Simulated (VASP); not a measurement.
Runs of VASP 6.6.1 on SrVO3. The structure is that of space group Pm-3m (No. 221), or close to it. The cells are those of the table. 

```csv
level,cell,gap on the mesh (eV),pressure (GPa),moment (μB)
r2SCAN,"a = 3.840 Å, 5 atoms",none,-1.0,0.16
r2SCAN,"a = 3.866 Å, 5 atoms",none,(b),0.16
r2SCAN+D3(BJ),"a = 3.840 Å, 5 atoms",none,-2.8,0.16
r2SCAN,"a = 3.891 Å, 5 atoms",none,-8.1,0.16
r2SCAN,"a = 3.928 Å, 5 atoms",none,(a),0.16
```

Alike in all rows: task single point; potentials or basis VASP PAW PBE potentials, release 64 (Sr_sv, V_sv, O); spin collinear, ferromagnetic start; k mesh 8 × 8 × 8; cutoff (eV) 520; smearing gaussian 0.05 eV.

Task: Estimate the missing entries.

Result: (a) -12.5; (b) -4.7.

Caveats: the PAW data sets were made with another functional, which shifts forces and pressure a little; semilocal functionals often make such compounds metallic where correlation or magnetic order opens a gap, which also shifts bond lengths; the cell stands under tension (at least some runs).

A k mesh can miss the band edges, and the runs leave out spin-orbit coupling on Sr.

A gap of «none» marks levels without a gap at the run's occupations.
